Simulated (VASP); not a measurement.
# CaO (F-43m) in VASP: relaxation of cell and atoms with PBE

Aim: the relaxation of cell and atoms of CaO with PBE.

All numbers are computed with VASP 6.6.1; they aren't measurements. Logs are shortened: lines on timing, memory, paths and dates and some standing lists are left out, and cuts for length are marked.

## (1) The cell of the first run

Symmetry: F-43m, No. 216, cubic system. The conventional cell has a = 5.175 Å, b = 5.175 Å, c = 5.175 Å, α = 90.00°, β = 90.00°, γ = 90.00°. Within 3.0 Å of Ca (site symmetry -43m) lie 4 O at 2.24 Å. O (site symmetry -43m) has 4 Ca at 2.24 Å within 3.0 Å.

## (2) Relaxation of cell and atoms, PBE

File INCAR:

```
SYSTEM = CaO
PREC = Accurate ; ENCUT = 600
EDIFF = 1E-6 ; ISMEAR = 0
SIGMA = 0.02 ; LREAL = .FALSE.
LASPH = .TRUE. ; NELM = 80
ALGO = Normal ; ISIF = 3
LWAVE = .FALSE. ; LCHARG = .FALSE.
GGA = PE ; IBRION = 2
NSW = 100 ; EDIFFG = -0.01
```

File KPOINTS:

```
regular mesh
0
G
  8 8 8
  0 0 0
```

File POSCAR:

```
CaO
1.0
    0.0000000000      2.5875630900      2.5875630900
    2.5875630900      0.0000000000      2.5875630900
    2.5875630900      2.5875630900      0.0000000000
Ca O
1 1
Direct
    0.0000000000      0.0000000000      0.0000000000
    0.2500000000      0.2500000000      0.2500000000
```

Potentials or basis: VASP PAW PBE potentials, release 64 (Ca_sv, O).

Command:

```bash
cat potpaw_PBE.64/Ca_sv/POTCAR potpaw_PBE.64/O/POTCAR > POTCAR
mpirun -np 1 vasp_std > vasp.out
```

OUTCAR:

```text
SYSTEM = CaO
   PREC = Accurate
   ENCUT = 600
   EDIFF = 1E-6
   ISMEAR = 0
   LREAL = .FALSE.
   LASPH = .TRUE.
   NELM = 80
   ISIF = 3
   GGA = PE
   IBRION = 2
   NSW = 100
   EDIFFG = -0.01

 ion  position               nearest neighbor table
   1  0.000  0.000  0.000-   2 2.24   2 2.24   2 2.24   2 2.24
   2  0.250  0.250  0.250-   1 2.24   1 2.24   1 2.24   1 2.24

  LATTYP: Found a face centered cubic cell.
 ALAT       =     5.1751261800

  Lattice vectors:

 A1 = (   0.0000000000,   2.5875630900,   2.5875630900)
 A2 = (   2.5875630900,   0.0000000000,   2.5875630900)
 A3 = (   2.5875630900,   2.5875630900,   0.0000000000)

Analysis of symmetry for initial positions (statically):
=====================================================================
 Subroutine PRICEL returns:
 Original cell was already a primitive cell.

 Routine SETGRP: Setting up the symmetry group for a
 face centered cubic supercell.

 Subroutine GETGRP returns: Found 24 space group operations
 (whereof 24 operations were pure point group operations)
 out of a pool of 48 trial point group operations.

The static configuration has the point symmetry T_d .

Analysis of symmetry for dynamics (positions and initial velocities):
=====================================================================
 Subroutine PRICEL returns:
 Original cell was already a primitive cell.

 Routine SETGRP: Setting up the symmetry group for a
 face centered cubic supercell.

 Subroutine GETGRP returns: Found 24 space group operations
 (whereof 24 operations were pure point group operations)
 out of a pool of 48 trial point group operations.

The dynamic configuration has the point symmetry T_d .

 Subroutine INISYM returns: Found 24 space group operations
 (whereof 24 operations are pure point group operations),
 and found     1 'primitive' translations

----------------------------------------------------------------------------------------

                                     Primitive cell

  volume of cell :      34.6500

  direct lattice vectors                    reciprocal lattice vectors
     0.000000000  2.587563090  2.587563090    -0.193232003  0.193232003  0.193232003
     2.587563090  0.000000000  2.587563090     0.193232003 -0.193232003  0.193232003
     2.587563090  2.587563090  0.000000000     0.193232003  0.193232003 -0.193232003

[... 103 lines left out ...]
     AMIX_MAG =   1.60;   BMIX_MAG =  1.00
  volume/ion in A,a.u.               =      17.32       116.91
  Fermi-wavevector in a.u.,A,eV,Ry     =   1.265359  2.391182 21.784755  1.601134
  Thomas-Fermi vector in A             =   2.398617
   LORBIT       =      0    0 simple, 1 ext, 2 COOP (PROOUT), +10 PAW based schemes
   GGA     = PE    functional components
   LHFCALC =     F    Hartree Fock is set to
   AEXX    =    0.0000 exact exchange contribution
   IVDW    =     0    specifies the selected vdW correction
   LEPSILON=     F    determine dielectric tensor
   LRPA    =     F    only Hartree local field effects (RPA)
 conjugate gradient relaxation of ions
 non-spin polarized calculation
 Gauss-broadening in eV      SIGMA  =   0.02
  energy-cutoff  :      600.00
  volume of cell :       34.65
 maximum number of plane-waves:      1174
 NGX is ok and might be reduce to    30
   NGX = 15   NGY = 15   NGZ = 15

--------------------------------------- Ionic step        1  -------------------------------------------

 number of electron      15.9999999 magnetization

 Free energy of the ion-electron system (eV)
  ---------------------------------------------------
  ext. energy  EPLUGINS =         0.00000000
  ---------------------------------------------------
  free energy    TOTEN  =       -12.42732578 eV

  energy without entropy =      -12.42732578  energy(sigma->0) =      -12.42732578

------------------------ aborting loop because EDIFF is reached ----------------------------------------

  FORCE on cell =-STRESS in cart. coord.  units (eV):
  Direction    XX          YY          ZZ          XY          YZ          ZX
  --------------------------------------------------------------------------------------
  -------------------------------------------------------------------------------------
  Total        0.7977334      0.7977334      0.7977334     -0.0000000     -0.0000000     -0.0000000
  in kB       36.8863347     36.8863347     36.8863347     -0.0000000     -0.0000000     -0.0000000
  external PRESSURE =      36.8863347 kB  Pullay stress =       0.0000000 kB
[... 59 lines left out ...]
--------------------------------------- Ionic step        3  -------------------------------------------

 number of electron      16.0000005 magnetization

 Free energy of the ion-electron system (eV)
  ---------------------------------------------------
  ext. energy  EPLUGINS =         0.00000000
  ---------------------------------------------------
  free energy    TOTEN  =       -12.44472408 eV

  energy without entropy =      -12.44472408  energy(sigma->0) =      -12.44472408

 E-fermi :   0.5838     XC(G=0):  -8.9469

 val. band max:        0.3805102688   @ k =  -0.2500   0.5000   0.2500
 cond. band min:       3.6321212419   @ k =   0.0000   0.0000   0.0000
 fundamental gap:      3.2516109731
 Fermi energy:         0.5837774473

 k-point     1 :       0.0000    0.0000    0.0000
  band No.  band energies     occupation
      1     -36.8632      2.00000
      2     -17.8073      2.00000
      3     -17.8073      2.00000
      4     -17.8073      2.00000
      5     -14.3768      2.00000
      6      -0.2050      2.00000
      7      -0.2050      2.00000
      8      -0.2050      2.00000
      9       3.6321      0.00000
     10       8.2628      0.00000
     11       8.2628      0.00000
     12       9.8386      0.00000
[... 331 lines left out ...]
 k-point    24 :      -0.3750    0.2500    0.1250
  band No.  band energies     occupation
      1     -36.8159      2.00000
      2     -18.4226      2.00000
      3     -17.9664      2.00000
      4     -17.8856      2.00000
      5     -13.6739      2.00000
      6      -0.4384      2.00000
      7      -0.1431      2.00000
      8       0.1868      2.00000
      9       5.8420      0.00000
     10       7.2146      0.00000
     11       8.3055      0.00000
     12       9.6031      0.00000

 [... further k-points ...]

------------------------ aborting loop because EDIFF is reached ----------------------------------------

  FORCE on cell =-STRESS in cart. coord.  units (eV):
  Direction    XX          YY          ZZ          XY          YZ          ZX
  --------------------------------------------------------------------------------------
  -------------------------------------------------------------------------------------
  Total        0.0019211      0.0019211      0.0019211      0.0000000      0.0000000     -0.0000000
  in kB        0.0849788      0.0849788      0.0849788      0.0000000      0.0000000     -0.0000000
  external PRESSURE =       0.0849788 kB  Pullay stress =       0.0000000 kB
[... 17 lines left out ...]
  FREE ENERGIE OF THE ION-ELECTRON SYSTEM (eV)
  ---------------------------------------------------
  free  energy   TOTEN  =       -12.4447240779 eV

  energy  without entropy=      -12.4447240779  energy(sigma->0) =      -12.44472408

 reached required accuracy - stopping structural energy minimisation
```

OSZICAR:

```text
N       E                     dE             d eps       ncg     rms          rms(c)
DAV:   1     0.145079795520E+03    0.14508E+03   -0.92673E+03   696   0.148E+03
DAV:   2    -0.524265997257E+01   -0.15032E+03   -0.14205E+03   752   0.345E+02
DAV:   3    -0.146827334234E+02   -0.94401E+01   -0.93613E+01   860   0.876E+01
[... 28 lines left out ...]
DAV:   4    -0.124445648112E+02    0.42440E-03   -0.68768E-03  1104   0.715E-01    0.809E-02
DAV:   5    -0.124445870201E+02   -0.22209E-04   -0.11250E-04   808   0.148E-01    0.528E-02
DAV:   6    -0.124447131871E+02   -0.12617E-03   -0.99732E-05  1132   0.101E-01    0.109E-02
DAV:   7    -0.124447234994E+02   -0.10312E-04   -0.84210E-06  1300   0.235E-02    0.223E-03
DAV:   8    -0.124447240779E+02   -0.57853E-06   -0.14762E-07   480   0.563E-03
   3 F= -.12444724E+02 E0= -.12444724E+02  d E =-.173983E-01
```

CONTCAR:

```text
CaO
   1.00000000000000
    -0.0000000000000000    2.6260595902249007    2.6260595902249007
     2.6260595902249007   -0.0000000000000000    2.6260595902249007
     2.6260595902249007    2.6260595902249007   -0.0000000000000000
  Ca              O
     1     1
Direct
     0.0000000000000000    0.0000000000000000    0.0000000000000000
     0.2500000000000000    0.2500000000000000    0.2500000000000000

  0.00000000E+00  0.00000000E+00  0.00000000E+00
  0.00000000E+00  0.00000000E+00  0.00000000E+00
```

Run time: 55 s. Hardware: 1 thread of AMD EPYC 7R13 (Zen 3), shared host; peak memory 0.15 GiB.

What came out:

```
Free energy                            : -12.4447 eV
Relaxed volume                         : 18.11 Å³/atom
Relaxed cell                           : a = 3.714 Å, b = 3.714 Å, c = 3.714 Å, α = 60.00°, β = 60.00°, γ = 60.00°
Space group after relaxing (to 0.05 Å) : F-43m (No. 216)
Energy gained by relaxing              : 8.7 meV/atom
Ionic steps                            : 3
Pressure after relaxing                : 0.0 GPa
Band gap on the k mesh                 : 3.25 eV, indirect (least direct gap 3.84 eV)
```

The path:
```tsv
step	energy change (eV)	largest force (eV/Å)	pressure (GPa)	volume (Å³)
1	0.0000	0.0000	3.69	34.65
2	-0.0160	0.0000	-0.94	36.69
3	-0.0174	0.0000	0.01	36.22
```

Final structure:
```
Ca O
1.0
     0.00000    2.62606    2.62606
     2.62606    0.00000    2.62606
     2.62606    2.62606    0.00000
Ca O
1 1
Direct
  0.00000 0.00000 0.00000
  0.25000 0.25000 0.25000
```
